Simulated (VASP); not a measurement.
# HfC in VASP: single point with PBE

Aim: the single point of HfC with PBE.

Everything below comes from runs of VASP 6.6.1. Logs are shortened: lines on timing, memory, paths and dates and some standing lists are left out, and cuts for length are marked.

## 1. The cell of the first run

The cell holds a slab with vacuum, 14 atoms: a = 3.289 Å, b = 4.651 Å, c = 24.867 Å, α = 90.00°, β = 90.00°, γ = 90.00°.

## 2. Single point, PBE

INCAR

```
SYSTEM = HfC
ALGO = Normal
DIPOL = 0.5 0.5 0.500
EDIFF = 1E-6
ENCUT = 520
GGA = PE
IDIPOL = 3
ISIF = 2
ISMEAR = 0
LASPH = .True.
LCHARG = .False.
LDIPOL = .True.
LREAL = .False.
LWAVE = .False.
NBANDS = 62
NELM = 80
PREC = Accurate
SIGMA = 0.1
```

KPOINTS

```
k-points
0
Gamma
  11 8 1
  0 0 0
```

POSCAR

```
HfC
1.0
    3.2891025716      0.0000000000      0.0000000000
    0.0000000000      4.6514934648      0.0000000000
    0.0000000000      0.0000000000     24.8673077149
Hf C
7 7
Direct
    0.5000000000      0.0000000000      0.3072832553
    0.0000000000      0.5000000000      0.3668287534
    0.5000000000      0.0000000000      0.4353946738
    0.0000000000      0.5000000000      0.5000000005
    0.5000000000      0.0000000000      0.5646053270
    0.0000000000      0.5000000000      0.6331712467
    0.5000000000      0.0000000000      0.6927167446
    0.5000000000      0.5000000000      0.3034742258
    0.0000000000      0.0000000000      0.3649740033
    0.5000000000      0.5000000000      0.4337486282
    0.0000000000      0.0000000000      0.5000000006
    0.5000000000      0.5000000000      0.5662513720
    0.0000000000      0.0000000000      0.6350259959
    0.5000000000      0.5000000000      0.6965257729
```

Potentials or basis: VASP PAW PBE potentials, release 64 (Hf_pv, C).

Started as:

```console
cat potpaw_PBE.64/Hf_pv/POTCAR potpaw_PBE.64/C/POTCAR > POTCAR
mpirun -np 1 vasp_std > vasp.out
```

OUTCAR:

```text
SYSTEM = HfC
   EDIFF = 1E-6
   ENCUT = 520
   GGA = PE
   ISIF = 2
   ISMEAR = 0
   LASPH = .True.
   LREAL = .False.
   NELM = 80
   PREC = Accurate

 ion  position               nearest neighbor table
   1  0.500  0.000  0.307-   9 2.18   9 2.18   8 2.33   8 2.33   3 3.19   2 3.21   2 3.21   2 3.21
                             2 3.21
   2  0.000  0.500  0.367-   8 2.28   8 2.28   9 2.33   9 2.33  10 2.34  10 2.34   1 3.21   1 3.21
                             1 3.21   1 3.21   4 3.31   3 3.32   3 3.32   3 3.32   3 3.32
   3  0.500  0.000  0.435-  11 2.30  11 2.30  10 2.33  10 2.33   9 2.40   9 2.40   1 3.19   5 3.21
                             4 3.27   4 3.27   4 3.27   4 3.27   2 3.32   2 3.32   2 3.32   2 3.32
   4  0.000  0.500  0.500-  11 2.33  11 2.33  12 2.33  12 2.33  10 2.33  10 2.33   5 3.27   5 3.27
                             5 3.27   5 3.27   3 3.27   3 3.27   3 3.27   3 3.27   6 3.31   2 3.31
   5  0.500  0.000  0.565-  11 2.30  11 2.30  12 2.33  12 2.33  13 2.40  13 2.40   7 3.19   3 3.21
                             4 3.27   4 3.27   4 3.27   4 3.27   6 3.32   6 3.32   6 3.32   6 3.32
   6  0.000  0.500  0.633-  14 2.28  14 2.28  13 2.33  13 2.33  12 2.34  12 2.34   7 3.21   7 3.21
                             7 3.21   7 3.21   4 3.31   5 3.32   5 3.32   5 3.32   5 3.32
   7  0.500  0.000  0.693-  13 2.18  13 2.18  14 2.33  14 2.33   5 3.19   6 3.21   6 3.21   6 3.21
                             6 3.21
   8  0.500  0.500  0.303-   2 2.28   2 2.28   1 2.33   1 2.33
   9  0.000  0.000  0.365-   1 2.18   1 2.18   2 2.33   2 2.33   3 2.40   3 2.40
  10  0.500  0.500  0.434-   3 2.33   3 2.33   4 2.33   4 2.33   2 2.34   2 2.34
  11  0.000  0.000  0.500-   5 2.30   5 2.30   3 2.30   3 2.30   4 2.33   4 2.33
  12  0.500  0.500  0.566-   5 2.33   5 2.33   4 2.33   4 2.33   6 2.34   6 2.34
  13  0.000  0.000  0.635-   7 2.18   7 2.18   6 2.33   6 2.33   5 2.40   5 2.40
  14  0.500  0.500  0.697-   6 2.28   6 2.28   7 2.33   7 2.33

  LATTYP: Found a simple orthorhombic cell.
 ALAT       =     3.2891025716
 B/A-ratio  =     1.4142135624
 C/A-ratio  =     7.5605145092

  Lattice vectors:

 A1 = (   3.2891025716,   0.0000000000,   0.0000000000)
 A2 = (   0.0000000000,   4.6514934648,   0.0000000000)
 A3 = (   0.0000000000,   0.0000000000,  24.8673077149)

Analysis of symmetry for initial positions (statically):
=====================================================================
 Subroutine PRICEL returns:
 Original cell was already a primitive cell.

 Routine SETGRP: Setting up the symmetry group for a
 simple orthorhombic supercell.

 Subroutine GETGRP returns: Found  8 space group operations
 (whereof  8 operations were pure point group operations)
 out of a pool of  8 trial point group operations.

The static configuration has the point symmetry D_2h.

Analysis of symmetry for dynamics (positions and initial velocities):
=====================================================================
 Subroutine PRICEL returns:
 Original cell was already a primitive cell.

 Routine SETGRP: Setting up the symmetry group for a
 simple orthorhombic supercell.

 Subroutine GETGRP returns: Found  8 space group operations
 (whereof  8 operations were pure point group operations)
 out of a pool of  8 trial point group operations.

The dynamic configuration has the point symmetry D_2h.

 Subroutine INISYM returns: Found  8 space group operations
 (whereof  8 operations are pure point group operations),
 and found     1 'primitive' translations

----------------------------------------------------------------------------------------

                                     Primitive cell

  volume of cell :     380.4509

  direct lattice vectors                    reciprocal lattice vectors
     3.289102572  0.000000000  0.000000000     0.304034301  0.000000000  0.000000000
     0.000000000  4.651493465  0.000000000     0.000000000  0.214984716  0.000000000
     0.000000000  0.000000000 24.867307715     0.000000000  0.000000000  0.040213441

  length of vectors
     3.289102572  4.651493465 24.867307715     0.304034301  0.214984716  0.040213441

  position of ions in fractional coordinates (direct lattice)
     0.500000000  0.000000000  0.307283255
     0.000000000  0.500000000  0.366828753
     0.500000000  0.000000000  0.435394674
     0.000000000  0.500000000  0.500000001
     0.500000000  0.000000000  0.564605327
     0.000000000  0.500000000  0.633171247
     0.500000000  0.000000000  0.692716745
     0.500000000  0.500000000  0.303474226
     0.000000000  0.000000000  0.364974003
     0.500000000  0.500000000  0.433748628
     0.000000000  0.000000000  0.500000001
     0.500000000  0.500000000  0.566251372
     0.000000000  0.000000000  0.635025996
     0.500000000  0.500000000  0.696525773

  ion indices of the primitive-cell ions
   primitive index   ion index
                 1           1
                 2           2
                 3           3
                 4           4
                 5           5
                 6           6
                 7           7
                 8           8
                 9           9
                10          10
                11          11
                12          12
                13          13
                14          14

----------------------------------------------------------------------------------------

 KPOINTS: k-points

Automatic generation of k-mesh.
 Grid dimensions read from file:
 generate k-points for:   11    8    1

 Generating k-lattice:

  Cartesian coordinates                     Fractional coordinates (reciprocal lattice)
     0.027639482  0.000000000  0.000000000     0.090909091  0.000000000  0.000000000
     0.000000000  0.026873089  0.000000000     0.000000000  0.125000000  0.000000000
     0.000000000  0.000000000  0.040213441     0.000000000  0.000000000  1.000000000

  Length of vectors
     0.027639482  0.026873089  0.040213441

  Shift w.r.t. Gamma in fractional coordinates (k-lattice)
     0.000000000  0.000000000  0.000000000

 Subroutine IBZKPT returns following result:
 ===========================================

 Found     30 irreducible k-points:

 Following reciprocal coordinates:
            Coordinates               Weight
  0.000000  0.000000  0.000000      1.000000
  0.090909  0.000000  0.000000      2.000000
  0.181818  0.000000  0.000000      2.000000
  0.272727  0.000000  0.000000      2.000000
  0.363636  0.000000  0.000000      2.000000
  0.454545  0.000000  0.000000      2.000000
[... 16 lines left out ...]
  0.363636  0.375000  0.000000      4.000000
  0.454545  0.375000  0.000000      4.000000
 [... further k-points ...]
   k-points           NKPTS =     30   k-points in BZ     NKDIM =     30   number of bands    NBANDS=     62
   number of dos      NEDOS =    301   number of ions     NIONS =     14
   total plane-waves  NPLWV = 165888
   dimension x,y,z NGX =    24 NGY =   36 NGZ =  192
   dimension x,y,z NGXF=    48 NGYF=   72 NGZF=  384
   ions per type =               7   7
   NGX,Y,Z   is equivalent  to a cutoff of  12.13, 12.87, 12.84 a.u.
   NGXF,Y,Z  is equivalent  to a cutoff of  24.26, 25.73, 25.67 a.u.
 SYSTEM =  HfC
   PREC   = accura    normal or accurate (medium, high low for compatibility)
   ISTART =      0    job   : 0-new  1-cont  2-samecut
   ICHARG =      2    charge: 1-file 2-atom 10-const
   ISPIN  =      1    spin polarized calculation?
   LNONCOLLINEAR =      F non collinear calculations
   LSORBIT =      F    spin-orbit coupling
   LASPH  =      T    aspherical Exc in radial PAW
   ENCUT  =  520.0 eV  38.22 Ry    6.18 a.u.   6.12  8.65 46.24*2*pi/ulx,y,z
   NELM   =     80;   NELMIN=  2; NELMDL= -5     # of ELM steps
   EDIFF  = 0.1E-05   stopping-criterion for ELM
   LREAL  =      F    real-space projection
   EDIFFG = 0.1E-04   stopping-criterion for IOM
   NSW    =      0    number of steps for IOM
   IBRION =     -1    ionic relax: 0-MD 1-quasi-New 2-CG
   NFREE  =      0    steps in history (QN), initial steepest desc. (CG)
   ISIF   =      2    stress and relaxation
   ISYM   =      2    0-nonsym 1-usesym 2-fastsym
   POTIM  = 0.5000    time-step for ionic-motion
   TEBEG  =    0.0;   TEEND  =   0.0 temperature during run
   PSTRESS=    0.0 pullay stress
   NELECT =      98.0000    total number of electrons
   NUPDOWN=      -1.0000    fix difference up-down
   EMIN   =  10.00;   EMAX   =-10.00  energy-range for DOS
   EFERMI =   0.00;   METHOD = LEGACY
   ISMEAR =     0;   SIGMA  =   0.10  broadening in eV -4-tet -1-fermi 0-gaus
   EFERMI_NEDOS =   21; number of points for ismear=-14 and -15
   IALGO  =     38    algorithm
   IMIX   =      4    mixing-type and parameters
     AMIX     =   0.40;   BMIX     =  1.00
     AMIX_MAG =   1.60;   BMIX_MAG =  1.00
  volume/ion in A,a.u.               =      27.18       183.39
  Fermi-wavevector in a.u.,A,eV,Ry     =   1.041639  1.968413 14.762488  1.085012
  Thomas-Fermi vector in A             =   2.176269
   LORBIT       =      0    0 simple, 1 ext, 2 COOP (PROOUT), +10 PAW based schemes
   GGA     = PE    functional components
   LHFCALC =     F    Hartree Fock is set to
   AEXX    =    0.0000 exact exchange contribution
   IVDW    =     0    specifies the selected vdW correction
   LEPSILON=     F    determine dielectric tensor
   LRPA    =     F    only Hartree local field effects (RPA)
 non-spin polarized calculation
 Gauss-broadening in eV      SIGMA  =   0.10
  energy-cutoff  :      520.00
  volume of cell :      380.45
 maximum number of plane-waves:     10290
   NGX = 13   NGY = 17   NGZ = 93

 dipolmoment           0.000000      0.000000      0.000000 electrons x Angstroem

 number of electron      98.0000008 magnetization

 dipolmoment           0.000000      0.000000     -0.000000 electrons x Angstroem

 Free energy of the ion-electron system (eV)
  ---------------------------------------------------
  ext. energy  EPLUGINS =         0.00000000
  ---------------------------------------------------
  free energy    TOTEN  =      -140.47878822 eV

  energy without entropy =     -140.45610188  energy(sigma->0) =     -140.46744505

 E-fermi :   0.8733     XC(G=0):  -6.4930

 val. band max:        0.8657030370   @ k =   0.0909   0.2500   0.0000
 cond. band min:       0.8767875504   @ k =   0.0909   0.2500   0.0000
 fundamental gap:      0.0110845134
 Fermi energy:         0.8733229312

 k-point     1 :       0.0000    0.0000    0.0000
  band No.  band energies     occupation
      1     -29.9765      2.00000
      2     -29.9726      2.00000
      3     -29.6478      2.00000
      4     -29.6478      2.00000
      5     -29.5435      2.00000
      6     -29.5394      2.00000
[... 53 lines left out ...]
     60       3.8051      0.00000
     61       4.0358      0.00000

 k-point     2 :       0.0909    0.0000    0.0000
  band No.  band energies     occupation
      1     -29.9737      2.00000
      2     -29.9698      2.00000
      3     -29.6766      2.00000
      4     -29.6766      2.00000
      5     -29.5351      2.00000
      6     -29.5315      2.00000
[... 1397 lines left out ...]
     60       4.9694      0.00000
     61       5.3540      0.00000

 k-point    24 :       0.4545    0.3750    0.0000
  band No.  band energies     occupation
      1     -30.0113      2.00000
      2     -30.0110      2.00000
      3     -29.9295      2.00000
      4     -29.9257      2.00000
      5     -29.5183      2.00000
      6     -29.5112      2.00000
[... 53 lines left out ...]
     60       5.4353      0.00000
     61       5.6639      0.00000

 [... further k-points ...]

 [bands above 61 left out]

------------------------ aborting loop because EDIFF is reached ----------------------------------------

 vacuum level on the upper side and lower side of the slab       (xc-potential included)        -0.184        -0.184

  FORCE on cell =-STRESS in cart. coord.  units (eV):
  Direction    XX          YY          ZZ          XY          YZ          ZX
  --------------------------------------------------------------------------------------
  -------------------------------------------------------------------------------------
  Total        2.9069815    -10.6011109     -0.8228258     -0.0000000      0.0000000      0.0000000
  in kB       12.2420528    -44.6440265     -3.4651327     -0.0000000      0.0000000      0.0000000
  external PRESSURE =     -11.9557021 kB  Pullay stress =       0.0000000 kB

 VOLUME and BASIS-vectors are now :
 -----------------------------------------------------------------------------
  energy-cutoff  :      520.00
  volume of cell :      380.45
      direct lattice vectors                 reciprocal lattice vectors
     3.289102572  0.000000000  0.000000000     0.304034301  0.000000000  0.000000000
     0.000000000  4.651493465  0.000000000     0.000000000  0.214984716  0.000000000
     0.000000000  0.000000000 24.867307715     0.000000000  0.000000000  0.040213441

 POSITION                                       TOTAL-FORCE (eV/Angst)
 -----------------------------------------------------------------------------------
      1.64455      0.00000      7.64131         0.000000      0.000000      0.073707
      0.00000      2.32575      9.12204         0.000000     -0.000000     -0.012700
      1.64455      0.00000     10.82709         0.000000     -0.000000      0.000283
      0.00000      2.32575     12.43365         0.000000     -0.000000     -0.000000
      1.64455      0.00000     14.04021         0.000000     -0.000000     -0.000283
      0.00000      2.32575     15.74526         0.000000     -0.000000      0.012700
      1.64455      0.00000     17.22600         0.000000     -0.000000     -0.073707
      1.64455      2.32575      7.54659         0.000000     -0.000000      0.020878
      0.00000      0.00000      9.07592         0.000000     -0.000000     -0.010572
      1.64455      2.32575     10.78616         0.000000      0.000000      0.003869
      0.00000      0.00000     12.43365         0.000000     -0.000000     -0.000000
      1.64455      2.32575     14.08115         0.000000      0.000000     -0.003869
      0.00000      0.00000     15.79139         0.000000     -0.000000      0.010572
      1.64455      2.32575     17.32072        -0.000000     -0.000000     -0.020878
 -----------------------------------------------------------------------------------
    total drift:                                0.000000      0.000000     -0.000011

  FREE ENERGIE OF THE ION-ELECTRON SYSTEM (eV)
  ---------------------------------------------------
  free  energy   TOTEN  =      -140.4787882218 eV

  energy  without entropy=     -140.4561018818  energy(sigma->0) =     -140.46744505

 vacuum level on the upper side and lower side of the slab         4.434         4.434
```

It took 21 min on 1 thread of Intel Xeon 6975P-C (Granite Rapids), shared host; peak memory 0.73 GiB.

Results:

```
Free energy            : -140.4788 eV
Largest force          : 0.074 eV/Å
Band gap on the k mesh : zero (bands 49 and 50 overlap by 0.63 eV)
```

Forces in eV/Å, atoms in the order of the input:
```
Hf   0.000  0.000  0.074
Hf   0.000  0.000 -0.013
Hf   0.000  0.000  0.000
Hf   0.000  0.000  0.000
Hf   0.000  0.000  0.000
Hf   0.000  0.000  0.013
Hf   0.000  0.000 -0.074
C    0.000  0.000  0.021
C    0.000  0.000 -0.011
C    0.000  0.000  0.004
C    0.000  0.000  0.000
C    0.000  0.000 -0.004
C    0.000  0.000  0.011
C    0.000  0.000 -0.021
```

Levels at points of the mesh, in eV from the Fermi level:
| k point | band 47 | band 48 | band 49 | band 50 | band 51 | band 52 |
| --- | --- | --- | --- | --- | --- | --- |
| (0.00, 0.00, 0.00) | -0.23 | 0.20 | 0.21 | 0.78 | 0.97 | 1.22 |
| (0.00, 0.50, 0.00) | -0.67 | -0.57 | -0.52 | -0.06 | 0.87 | 0.91 |

Caveat: spin-orbit coupling is left out, which moves the levels of the heavy elements.
